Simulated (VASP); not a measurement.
Here is a VASP 6.6.1 calculation.

The input INCAR:

```
SYSTEM = Hf
PREC = Accurate
ENCUT = 520
EDIFF = 1E-7
ISMEAR = 0
SIGMA = 0.1
LREAL = .False.
LASPH = .True.
NELM = 100
ALGO = Fast
ISIF = 2
LWAVE = .False.
LCHARG = .False.
GGA = PS
NBANDS = 11
```

File KPOINTS:

```
Automatic mesh
0
Gamma
  16 16 16
  0 0 0
```

Contents of POSCAR:

```
Hf
1.0
   -1.8050000000      1.8050000000      1.8050000000
    1.8050000000     -1.8050000000      1.8050000000
    1.8050000000      1.8050000000     -1.8050000000
Hf
1
Direct
    0.0000000000      0.0000000000      0.0000000000
```

Potentials or basis: VASP PAW PBE potentials, release 64 (Hf_pv).

Command:

```sh
$ cat potpaw_PBE.64/Hf_pv/POTCAR > POTCAR
$ mpirun -np 1 vasp_std > vasp.out
```

(1) Estimate the band gap on the k mesh.

(2) Predict the pressure.

Results:

(1) zero (bands 5 and 6 overlap by 2.18 eV).

(2) -9.5 GPa.

Caveat: the cell stands under tension; the PAW data sets were made with another functional, which shifts forces and pressure a little; spin-orbit coupling is left out, which moves the levels of the heavy elements.
